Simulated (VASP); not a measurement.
Write the native input for VASP 6.6.1 that does the following.

```yaml
Task: single point
Functional: PBE
Potentials_or_basis: VASP PAW PBE potentials, release 64 (Si, O)
Cutoff: 520 eV
k_mesh: 8 × 8 × 8
Occupations: gaussian, width 0.02 eV
Spin: no spin polarisation
Dipole_correction: no
Further_INCAR_settings: ALGO = Normal; EDIFF = 1e-07; NBANDS = 25
```

The structure of SiO2 lies in POSCAR:

```
SiO2
1.0
   -2.3740500000      2.3740500000      3.7440000000
    2.3740500000     -2.3740500000      3.7440000000
    2.3740500000      2.3740500000     -3.7440000000
Si O
2 4
Direct
    0.0000000000      0.0000000000      0.0000000000
    0.7500000000      0.2500000000      0.5000000000
    0.9983800000      0.6250000000      0.8733800000
    0.3750000000      0.2483800000      0.3733800000
    0.7516200000      0.1250000000      0.1266200000
    0.8750000000      0.0016200000      0.6266200000
```

The input as run:

INCAR

```
SYSTEM = SiO2
PREC = Accurate ; ENCUT = 520
EDIFF = 1E-7 ; ISMEAR = 0
SIGMA = 0.02 ; LREAL = .False.
LASPH = .True. ; NELM = 100
ALGO = Normal ; ISIF = 2
LWAVE = .False. ; LCHARG = .False.
GGA = PE ; NBANDS = 25
```

KPOINTS

```
regular mesh
0
Gamma
  8 8 8
  0 0 0
```

Potentials or basis: VASP PAW PBE potentials, release 64 (Si, O).

The run is started by

```bash
$ cat potpaw_PBE.64/Si/POTCAR potpaw_PBE.64/O/POTCAR > POTCAR
$ mpirun -np 1 vasp_std > vasp.out
```

It gave:

```yaml
Pressure: 3.7 GPa
Largest_force: 0.133 eV/Å
Band_gap_on_the_k_mesh: 6.04 eV, direct
```

Run time: 55 s on 1 thread of Intel(R) Xeon(R) 6975P-C (Granite Rapids), with other jobs on the host, peak memory 0.27 GiB.
